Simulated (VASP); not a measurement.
Here is a VASP 6.6.1 calculation.

The input INCAR:

```
  PREC = Accurate
  ENCUT = 520
  EDIFF = 1E-6
  ISMEAR = -1
  SIGMA = 0.08
  LREAL = F
  LASPH = T
  NELM = 80
  ALGO = Normal
  ISIF = 2
  LWAVE = F
  LCHARG = T
  GGA = PE
  LELF = T
  LVHAR = T
  NBANDS = 17
```

KPOINTS

```
Automatic mesh
0
Gamma
  18 18 10
```

The input POSCAR:

```
Pt
1.0
    2.3702568792      0.0000000000      0.0000000000
   -1.1851284396      2.0527026709      0.0000000000
    0.0000000000      0.0000000000      3.9763468445
Pt
2
Direct
    0.3333333333      0.6666666667      0.2500000000
    0.6666666667      0.3333333333      0.7500000000
```

Potentials or basis: VASP PAW PBE potentials, release 64 (Pt).

Run with:

```sh
$ cat potpaw_PBE.64/Pt/POTCAR > POTCAR
$ mpirun -np 1 vasp_std > vasp.out
```

(1) What does it give for the pressure?

(2) Estimate the band gap on the k mesh.

## Answers

(1) 424.5 GPa.

(2) zero (bands 10 and 11 overlap by 2.91 eV).

Caveat: the cell stands under pressure; spin-orbit coupling is left out, which moves the levels of the heavy elements.
